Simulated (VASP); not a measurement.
A run of VASP 6.6.1:

INCAR

```
  PREC = Accurate
  ENCUT = 520
  EDIFF = 1E-7
  ISMEAR = -1
  SIGMA = 0.05
  LREAL = F
  LASPH = T
  NELM = 150
  ALGO = Normal
  ISIF = 2
  LWAVE = F
  LCHARG = F
  ISPIN = 2
  MAGMOM = 2.53333 1.26667
  LORBIT = 11
  NUPDOWN = 3.8
  LMAXMIX = 4
  GGA = PS
  NBANDS = 22
```

Contents of KPOINTS:

```
regular mesh
0
Gamma
  8 8 8
```

File POSCAR:

```
TiCo
1.0
    2.9861109900      0.0000000000      0.0000000000
    0.0000000000      2.9861109900      0.0000000000
    0.0000000000      0.0000000000      2.9861109900
Co Ti
1 1
Direct
    0.5000000000      0.5000000000      0.5000000000
    0.0000000000      0.0000000000      0.0000000000
```

Potentials or basis: VASP PAW PBE potentials, release 64 (Co, Ti_sv).

Command:

```sh
$ cat potpaw_PBE.64/Co/POTCAR potpaw_PBE.64/Ti_sv/POTCAR > POTCAR
$ mpirun -np 1 vasp_std > vasp.out
```

Hardware: 1 thread of Intel(R) Xeon(R) 6975P-C (Granite Rapids), with other jobs on the host.

**Question.** Estimate the wall time of this run.

**Answer.** Wall time 17 s on 1 thread of Intel(R) Xeon(R) 6975P-C (Granite Rapids), with other jobs on the host, peak memory 0.17 GiB. Counts: scf iterations 18, k points 35.
